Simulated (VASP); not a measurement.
# Ir in VASP: notebook

The runs below take Ir through single point, with PBE.

Program: VASP 6.6.1. These are calculated values, not measurements. Logs are shortened: lines on timing, memory, paths and dates and some standing lists are left out, and cuts for length are marked.

### 1 The cell of the first run

The cell holds a slab with vacuum, 12 atoms: a = 5.474 Å, b = 5.474 Å, c = 20.469 Å, α = 90.00°, β = 90.00°, γ = 120.00°.

### 2 Single point, PBE

INCAR

```
  PREC = Accurate
  ENCUT = 520
  EDIFF = 1E-6
  ISMEAR = 0
  SIGMA = 0.1
  LREAL = False
  LASPH = True
  NELM = 100
  ALGO = Normal
  ISIF = 2
  LWAVE = False
  LCHARG = False
  LDIPOL = True
  IDIPOL = 3
  DIPOL = 0.5 0.5 0.497
  GGA = PE
  NBANDS = 66
```

KPOINTS

```
regular mesh
0
Gamma
  4 4 1
```

POSCAR

```
Ir
1.0
    5.4739356050      0.0000000000      0.0000000000
   -2.7369678025      4.7405672926      0.0000000000
    0.0000000000      0.0000000000     20.4694497057
Ir
12
Direct
    0.3333333333      0.1666666667      0.3908263346
    0.3333333333      0.6666666667      0.3908263346
    0.8333333333      0.1666666667      0.3908263346
    0.8333333333      0.6666666667      0.3908263346
    0.6666666667      0.3333333333      0.4970400870
    0.6666666667      0.8333333333      0.4970400870
    0.1666666667      0.3333333333      0.4970400870
    0.1666666667      0.8333333333      0.4970400870
    0.0000000000      0.5000000000      0.6032554115
    0.0000000000      0.0000000000      0.6032554115
    0.5000000000      0.5000000000      0.6032554115
    0.5000000000      0.0000000000      0.6032554115
```

Potentials or basis: VASP PAW PBE potentials, release 64 (Ir).

On the command line:

```
$ cat potpaw_PBE.64/Ir/POTCAR > POTCAR
$ mpirun -np 1 vasp_std > vasp.out
```

OUTCAR:

```text
PREC = Accurate
   ENCUT = 520
   EDIFF = 1E-6
   ISMEAR = 0
   LREAL = False
   LASPH = True
   NELM = 100
   ISIF = 2
   GGA = PE

 ion  position               nearest neighbor table
   1  0.333  0.167  0.391-   7 2.69   8 2.69   5 2.69   4 2.74   2 2.74   2 2.74   4 2.74   3 2.74
                             3 2.74
   2  0.333  0.667  0.391-   8 2.69   7 2.69   6 2.69   3 2.74   1 2.74   1 2.74   3 2.74   4 2.74
                             4 2.74
   3  0.833  0.167  0.391-   5 2.69   6 2.69   7 2.69   4 2.74   2 2.74   4 2.74   2 2.74   1 2.74
                             1 2.74
   4  0.833  0.667  0.391-   6 2.69   5 2.69   8 2.69   3 2.74   1 2.74   3 2.74   1 2.74   2 2.74
                             2 2.74
   5  0.667  0.333  0.497-   3 2.69   4 2.69   1 2.69  12 2.69   9 2.69  11 2.69   8 2.74   6 2.74
                             6 2.74   8 2.74   7 2.74   7 2.74
   6  0.667  0.833  0.497-   4 2.69   3 2.69   2 2.69  11 2.69  10 2.69  12 2.69   7 2.74   5 2.74
                             5 2.74   7 2.74   8 2.74   8 2.74
   7  0.167  0.333  0.497-   1 2.69   2 2.69   3 2.69  10 2.69  11 2.69   9 2.69   8 2.74   6 2.74
                             8 2.74   6 2.74   5 2.74   5 2.74
   8  0.167  0.833  0.497-   2 2.69   1 2.69   4 2.69   9 2.69  12 2.69  10 2.69   7 2.74   5 2.74
                             7 2.74   5 2.74   6 2.74   6 2.74
   9  0.000  0.500  0.603-   8 2.69   5 2.69   7 2.69  10 2.74  12 2.74  10 2.74  12 2.74  11 2.74
[... 14 lines left out ...]
 A1 = (   5.4739356050,   0.0000000000,   0.0000000000)
 A2 = (  -2.7369678025,   4.7405672926,   0.0000000000)
 A3 = (   0.0000000000,   0.0000000000,  20.4694497057)

Analysis of symmetry for initial positions (statically):
=====================================================================
 Subroutine PRICEL returns following result:

  LATTYP: Found a hexagonal cell.
 ALAT       =     2.7369678025
 C/A-ratio  =     7.4788785191

  Lattice vectors:

 A1 = (   2.7369678025,   0.0000000000,   0.0000000000)
 A2 = (  -1.3684839013,   2.3702836463,   0.0000000000)
 A3 = (   0.0000000000,   0.0000000000,  20.4694497057)

   4 primitive cells build up your supercell.

 Routine SETGRP: Setting up the symmetry group for a
 hexagonal supercell.

 Subroutine GETGRP returns: Found 12 space group operations
 (whereof  6 operations were pure point group operations)
 out of a pool of 24 trial point group operations.

The static configuration has the point symmetry C_3v.
 The point group associated with its full space group is D_3d.

Analysis of symmetry for dynamics (positions and initial velocities):
=====================================================================
 Subroutine PRICEL returns following result:

  LATTYP: Found a hexagonal cell.
 ALAT       =     2.7369678025
 C/A-ratio  =     7.4788785191

  Lattice vectors:

 A1 = (   2.7369678025,   0.0000000000,   0.0000000000)
 A2 = (  -1.3684839013,   2.3702836463,   0.0000000000)
 A3 = (   0.0000000000,   0.0000000000,  20.4694497057)

   4 primitive cells build up your supercell.

 Routine SETGRP: Setting up the symmetry group for a
 hexagonal supercell.

 Subroutine GETGRP returns: Found 12 space group operations
 (whereof  6 operations were pure point group operations)
 out of a pool of 24 trial point group operations.

The dynamic configuration has the point symmetry C_3v.
 The point group associated with its full space group is D_3d.

 Subroutine INISYM returns: Found 12 space group operations
 (whereof  6 operations are pure point group operations),
 and found     4 'primitive' translations

----------------------------------------------------------------------------------------

                                     Primitive cell

  volume of cell :     132.7933

  direct lattice vectors                    reciprocal lattice vectors
     2.736967803  0.000000000  0.000000000     0.365367835  0.210945218  0.000000000
    -1.368483901  2.370283646  0.000000000     0.000000000  0.421890436  0.000000000
     0.000000000  0.000000000 20.469449706     0.000000000  0.000000000  0.048853292

  length of vectors
     2.736967803  2.736967802 20.469449706     0.421890436  0.421890436  0.048853292

  position of ions in fractional coordinates (direct lattice)
     0.666666667  0.333333333  0.390826335
     0.333333333  0.666666667  0.497040087
     0.000000000  0.000000000  0.603255412

  ion indices of the primitive-cell ions
   primitive index   ion index
                 1           1
                 2           7
                 3          12

----------------------------------------------------------------------------------------

 KPOINTS: regular mesh

Automatic generation of k-mesh.
 Grid dimensions read from file:
 generate k-points for:    4    4    1

 Generating k-lattice:

  Cartesian coordinates                     Fractional coordinates (reciprocal lattice)
     0.045670979  0.026368152  0.000000000     0.250000000 -0.000000000  0.000000000
     0.000000000  0.052736304  0.000000000     0.000000000  0.250000000  0.000000000
     0.000000000  0.000000000  0.048853292     0.000000000  0.000000000  1.000000000

  Length of vectors
     0.052736304  0.052736304  0.048853292

  Shift w.r.t. Gamma in fractional coordinates (k-lattice)
     0.000000000  0.000000000  0.000000000

 Subroutine IBZKPT returns following result:
 ===========================================

 Found      4 irreducible k-points:

 Following reciprocal coordinates:
            Coordinates               Weight
  0.000000  0.000000  0.000000      1.000000
  0.250000 -0.000000  0.000000      6.000000
  0.500000 -0.000000  0.000000      3.000000
  0.250000  0.250000  0.000000      6.000000
   k-points           NKPTS =      4   k-points in BZ     NKDIM =      4   number of bands    NBANDS=     66
   number of dos      NEDOS =    301   number of ions     NIONS =     12
   total plane-waves  NPLWV = 282240
   dimension x,y,z NGX =    42 NGY =   42 NGZ =  160
   dimension x,y,z NGXF=    84 NGYF=   84 NGZF=  320
   ions per type =              12
   NGX,Y,Z   is equivalent  to a cutoff of  12.76, 12.76, 12.99 a.u.
   NGXF,Y,Z  is equivalent  to a cutoff of  25.51, 25.51, 25.99 a.u.
 SYSTEM =  unknown system
   PREC   = accura    normal or accurate (medium, high low for compatibility)
   ISTART =      0    job   : 0-new  1-cont  2-samecut
   ICHARG =      2    charge: 1-file 2-atom 10-const
   ISPIN  =      1    spin polarized calculation?
   LNONCOLLINEAR =      F non collinear calculations
   LSORBIT =      F    spin-orbit coupling
   LASPH  =      T    aspherical Exc in radial PAW
   ENCUT  =  520.0 eV  38.22 Ry    6.18 a.u.  10.18 10.18 38.06*2*pi/ulx,y,z
   NELM   =    100;   NELMIN=  2; NELMDL= -5     # of ELM steps
   EDIFF  = 0.1E-05   stopping-criterion for ELM
   LREAL  =      F    real-space projection
   EDIFFG = 0.1E-04   stopping-criterion for IOM
   NSW    =      0    number of steps for IOM
   IBRION =     -1    ionic relax: 0-MD 1-quasi-New 2-CG
   NFREE  =      0    steps in history (QN), initial steepest desc. (CG)
   ISIF   =      2    stress and relaxation
   ISYM   =      2    0-nonsym 1-usesym 2-fastsym
   POTIM  = 0.5000    time-step for ionic-motion
   TEBEG  =    0.0;   TEEND  =   0.0 temperature during run
   PSTRESS=    0.0 pullay stress
   NELECT =     108.0000    total number of electrons
   NUPDOWN=      -1.0000    fix difference up-down
   EMIN   =  10.00;   EMAX   =-10.00  energy-range for DOS
   EFERMI =   0.00;   METHOD = LEGACY
   ISMEAR =     0;   SIGMA  =   0.10  broadening in eV -4-tet -1-fermi 0-gaus
   EFERMI_NEDOS =   21; number of points for ismear=-14 and -15
   IALGO  =     38    algorithm
   IMIX   =      4    mixing-type and parameters
     AMIX     =   0.40;   BMIX     =  1.00
     AMIX_MAG =   1.60;   BMIX_MAG =  1.00
  volume/ion in A,a.u.               =      44.26       298.71
  Fermi-wavevector in a.u.,A,eV,Ry     =   0.962655  1.819154 12.608584  0.926705
  Thomas-Fermi vector in A             =   2.092133
   LORBIT       =      0    0 simple, 1 ext, 2 COOP (PROOUT), +10 PAW based schemes
   GGA     = PE    functional components
   LHFCALC =     F    Hartree Fock is set to
   AEXX    =    0.0000 exact exchange contribution
   IVDW    =     0    specifies the selected vdW correction
   LEPSILON=     F    determine dielectric tensor
   LRPA    =     F    only Hartree local field effects (RPA)
 non-spin polarized calculation
 Gauss-broadening in eV      SIGMA  =   0.10
  energy-cutoff  :      520.00
  volume of cell :      531.17
 maximum number of plane-waves:     14312
 NGX is ok and might be reduce to    42

 dipolmoment           0.000000      0.000000     -0.000016 electrons x Angstroem

 number of electron     107.9999999 magnetization

 dipolmoment           0.000000      0.000000      0.000410 electrons x Angstroem

 Free energy of the ion-electron system (eV)
  ---------------------------------------------------
  ext. energy  EPLUGINS =         0.00000000
  ---------------------------------------------------
  free energy    TOTEN  =       -98.78196665 eV

  energy without entropy =      -98.66811322  energy(sigma->0) =      -98.72503994

 E-fermi :  -0.2981     XC(G=0):  -5.4453

 val. band max:       -0.3097269542   @ k =   0.2500  -0.0000   0.0000
 cond. band min:      -0.2786171929   @ k =   0.2500  -0.0000   0.0000
 fundamental gap:      0.0311097613
 Fermi energy:        -0.2980866558

 k-point     1 :       0.0000    0.0000    0.0000
  band No.  band energies     occupation
      1     -10.4017      2.00000
      2      -8.3671      2.00000
      3      -7.9773      2.00000
      4      -7.6556      2.00000
      5      -7.6556      2.00000
      6      -7.6556      2.00000
[... 265 lines left out ...]
     65       0.5045      0.00000
     66       0.5045      0.00000

------------------------ aborting loop because EDIFF is reached ----------------------------------------

 vacuum level on the upper side and lower side of the slab       (xc-potential included)        -0.136        -0.139

  FORCE on cell =-STRESS in cart. coord.  units (eV):
  Direction    XX          YY          ZZ          XY          YZ          ZX
  --------------------------------------------------------------------------------------
  -------------------------------------------------------------------------------------
  Total      -12.2889937    -12.2889937      0.5522145      0.0000000      0.0000000      0.0000000
  in kB      -37.0672816    -37.0672816      1.6656441      0.0000000      0.0000000      0.0000000
  external PRESSURE =     -24.1563064 kB  Pullay stress =       0.0000000 kB

 VOLUME and BASIS-vectors are now :
 -----------------------------------------------------------------------------
  energy-cutoff  :      520.00
  volume of cell :      531.17
      direct lattice vectors                 reciprocal lattice vectors
     5.473935605  0.000000000  0.000000000     0.182683917  0.105472609  0.000000000
    -2.736967803  4.740567293  0.000000000     0.000000000  0.210945218  0.000000000
     0.000000000  0.000000000 20.469449706     0.000000000  0.000000000  0.048853292

 POSITION                                       TOTAL-FORCE (eV/Angst)
 -----------------------------------------------------------------------------------
      1.36848      0.79009      8.00000         0.000000     -0.000000     -0.037889
     -0.00000      3.16038      8.00000         0.000000     -0.000000     -0.037889
      4.10545      0.79009      8.00000         0.000000     -0.000000     -0.037889
      2.73697      3.16038      8.00000         0.000000     -0.000000     -0.037889
      2.73697      1.58019     10.17414        -0.000000     -0.000000     -0.000000
      1.36848      3.95047     10.17414         0.000000     -0.000000      0.000000
      0.00000      1.58019     10.17414        -0.000000      0.000000     -0.000000
     -1.36848      3.95047     10.17414         0.000000      0.000000     -0.000000
     -1.36848      2.37028     12.34831        -0.000000      0.000000      0.037889
      0.00000      0.00000     12.34831        -0.000000      0.000000      0.037889
      1.36848      2.37028     12.34831        -0.000000      0.000000      0.037889
      2.73697      0.00000     12.34831        -0.000000      0.000000      0.037889
 -----------------------------------------------------------------------------------
    total drift:                                0.000000     -0.000000      0.050733

  FREE ENERGIE OF THE ION-ELECTRON SYSTEM (eV)
  ---------------------------------------------------
  free  energy   TOTEN  =       -98.7819666501 eV

  energy  without entropy=      -98.6681132199  energy(sigma->0) =      -98.72503994

 vacuum level on the upper side and lower side of the slab         4.918         4.915
```

It took 8.3 min on 1 thread of AMD EPYC 7R43 (Zen 3), shared host; peak memory 0.53 GiB.

What came out:

| Quantity | Value |
| --- | --- |
| Free energy | -98.7820 eV |
| Largest force | 0.038 eV/Å |
| Band gap on the k mesh | zero (band 54 reaches 0.36 eV, above the bottom of band 55 at -0.75 eV) |

Forces on the atoms (eV/Å):
```
Ir   0.000  0.000 -0.038
Ir   0.000  0.000 -0.038
Ir   0.000  0.000 -0.038
Ir   0.000  0.000 -0.038
Ir   0.000  0.000  0.000
Ir   0.000  0.000  0.000
Ir   0.000  0.000  0.000
Ir   0.000  0.000  0.000
Ir   0.000  0.000  0.038
Ir   0.000  0.000  0.038
Ir   0.000  0.000  0.038
Ir   0.000  0.000  0.038
```

Caveat: spin-orbit coupling is left out, which moves the levels of the heavy elements.

### 3 Single point, PBE

This run uses another cell than the first one: it holds 3 atoms, not 12.

INCAR

```
SYSTEM = Ir
PREC = Accurate
ENCUT = 520
EDIFF = 1E-6
ISMEAR = 0
SIGMA = 0.1
LREAL = .FALSE.
LASPH = .TRUE.
NELM = 80
ALGO = Normal
ISIF = 2
LWAVE = .FALSE.
LCHARG = .FALSE.
LDIPOL = .TRUE.
IDIPOL = 3
DIPOL = 0.5 0.5 0.500
GGA = PE
NBANDS = 20
```

KPOINTS

```
Automatic mesh
0
G
  15 15 1
  0 0 0
```

POSCAR

```
Ir
1.0
    2.7369678024      0.0000000000      0.0000000000
   -1.3684839012      2.3702836462      0.0000000000
    0.0000000000      0.0000000000     19.4694497055
Ir
3
Direct
    0.6666666667      0.3333333333      0.3852189000
    0.3333333333      0.6666666667      0.5000000000
    0.0000000000      0.0000000000      0.6147811000
```

Potentials or basis: VASP PAW PBE potentials, release 64 (Ir).

On the command line:

```
$ cat potpaw_PBE.64/Ir/POTCAR > POTCAR
$ mpirun -np 1 vasp_std > vasp.out
```

Wall time 3.4 min (1 thread of AMD EPYC 7R13, shared host); peak memory 0.22 GiB.

The run converged. Its results:

```
Free energy   : -24.6454 eV
Largest force : 0.641 eV/Å
```

Forces in eV/Å, atoms in the order of the input:
```
Ir   0.000  0.000  0.641
Ir   0.000  0.000  0.000
Ir   0.000  0.000 -0.641
```

Levels at points of the mesh, in eV from the Fermi level:
| k point | band 11 | band 12 | band 13 | band 14 | band 15 | band 16 |
| --- | --- | --- | --- | --- | --- | --- |
| (0.00, 0.00, 0.00) | -2.76 | -1.08 | -1.03 | -1.03 | -0.27 | -0.27 |

Caveat: spin-orbit coupling is left out, which moves the levels of the heavy elements.

### 4 Single point, PBE

This run uses another cell than the first one: it holds 5 atoms, not 12.

INCAR

```
PREC = Accurate
ENCUT = 520
EDIFF = 1E-6
ISMEAR = 0
SIGMA = 0.1
LREAL = F
LASPH = T
NELM = 100
ALGO = Fast
ISIF = 2
LWAVE = F
LCHARG = F
LDIPOL = T
IDIPOL = 3
DIPOL = 0.5 0.5 0.500
GGA = PE
NBANDS = 30
```

KPOINTS

```
Automatic mesh
0
Gamma
  15 15 1
```

POSCAR

```
Ir
1.0
    2.7369678024      0.0000000000      0.0000000000
   -1.3684839012      2.3702836462      0.0000000000
    0.0000000000      0.0000000000     23.9388994111
Ir
5
Direct
    0.6666666667      0.3333333333      0.3132976112
    0.3333333333      0.6666666667      0.4066488056
    0.0000000000      0.0000000000      0.5000000000
    0.6666666667      0.3333333333      0.5933511944
    0.3333333333      0.6666666667      0.6867023888
```

On the command line:

```
$ cat potpaw_PBE.64/Ir/POTCAR > POTCAR
$ mpirun -np 1 vasp_std > vasp.out
```

Run time: 7.4 min. Hardware: 1 thread of AMD EPYC 7R13, shared host; peak memory 0.27 GiB.

It converged, with:

* Free energy: -42.4054 eV
* Largest force: 0.452 eV/Å

Forces on the atoms (eV/Å):
```
Ir   0.000  0.000  0.452
Ir   0.000  0.000 -0.343
Ir   0.000  0.000  0.000
Ir   0.000  0.000  0.343
Ir   0.000  0.000 -0.452
```

Levels at points of the mesh, in eV from the Fermi level:
```tsv
k point	band 18	band 19	band 20	band 21	band 22	band 23	band 24	band 25	band 26	band 27
(0.00, 0.00, 0.00)	-2.81	-2.52	-1.15	-1.15	-1.00	-1.00	-0.43	-0.43	-0.38	0.21
```

Caveat: spin-orbit coupling is left out, which moves the levels of the heavy elements.

### 5 Single point, PBE

This run uses another cell than the first one: it holds 5 atoms, not 12.

INCAR

```
SYSTEM = Ir
PREC     = Accurate       ! precision mode
ENCUT    = 520            ! plane-wave cutoff, eV
EDIFF    = 1E-6           ! SCF threshold, eV
ISMEAR   = 0              ! smearing method
SIGMA    = 0.1            ! smearing width, eV
LREAL    = .False.        ! projectors in reciprocal space
LASPH    = .True.         ! aspherical terms in the spheres
NELM     = 60             ! most SCF steps
ALGO     = Fast           ! electronic algorithm
ISIF     = 2              ! what is computed and relaxed
LWAVE    = .False.        ! write WAVECAR
LCHARG   = .False.        ! write CHGCAR
LDIPOL   = .True.       
IDIPOL   = 3            
DIPOL    = 0.5 0.5 0.500
GGA      = PE             ! functional
NBANDS   = 30             ! bands
```

KPOINTS

```
Automatic mesh
0
Gamma
  15 15 1
  0 0 0
```

POSCAR

```
Ir
1.0
    2.7369678024      0.0000000000      0.0000000000
   -1.3684839012      2.3702836462      0.0000000000
    0.0000000000      0.0000000000     23.9388994111
Ir
5
Direct
    0.6666666667      0.3333333333      0.3155646680
    0.3333333333      0.6666666667      0.4068904506
    0.0000000000      0.0000000000      0.4999999998
    0.6666666667      0.3333333333      0.5931095498
    0.3333333333      0.6666666667      0.6844353317
```

On the command line:

```
$ cat potpaw_PBE.64/Ir/POTCAR > POTCAR
$ mpirun -np 1 vasp_std > vasp.out
```

Wall time 7.6 min (1 thread of AMD EPYC 7R13, shared host); peak memory 0.27 GiB.

The run converged. Its results:

```
Free energy   : -42.4273 eV
Largest force : 0.029 eV/Å
```

Forces in eV/Å, atoms in the order of the input:
```
Ir   0.000  0.000 -0.029
Ir   0.000  0.000  0.000
Ir   0.000  0.000  0.000
Ir   0.000  0.000  0.000
Ir   0.000  0.000  0.029
```

Levels at points of the mesh, in eV from the Fermi level:
```tsv
k point	band 18	band 19	band 20	band 21	band 22	band 23	band 24	band 25	band 26	band 27
(0.00, 0.00, 0.00)	-2.90	-2.55	-1.16	-1.16	-1.08	-1.08	-0.52	-0.52	-0.38	0.23
```

Caveat: spin-orbit coupling is left out, which moves the levels of the heavy elements.

### 6 The runs side by side

| cell | k mesh | gap on the mesh (eV) | largest force (eV/Å) |
| --- | --- | --- | --- |
| a = 5.474, b = 5.474, c = 20.469 Å, angles 90.0, 90.0, 120.0°, 12 atoms | 4 × 4 × 1 | none | 0.04 |
| a = 2.737, b = 2.737, c = 19.469 Å, angles 90.0, 90.0, 120.0°, 3 atoms | 15 × 15 × 1 | none | 0.64 |
| a = 2.737, b = 2.737, c = 23.939 Å, angles 90.0, 90.0, 120.0°, 5 atoms | 15 × 15 × 1 | none | 0.03 |

Some of these runs hold the atoms at other places in the same cell, which the table doesn't show; runs alike in all that it shows share one row.

Alike in all rows: task single point; level PBE; potentials or basis VASP PAW PBE potentials, release 64 (Ir); no spin polarisation; cutoff (eV) 520; smearing gaussian 0.1 eV.

Caveats: spin-orbit coupling is left out, which moves the levels of the heavy elements.

Absolute energies hang on the potentials; compare differences alone.
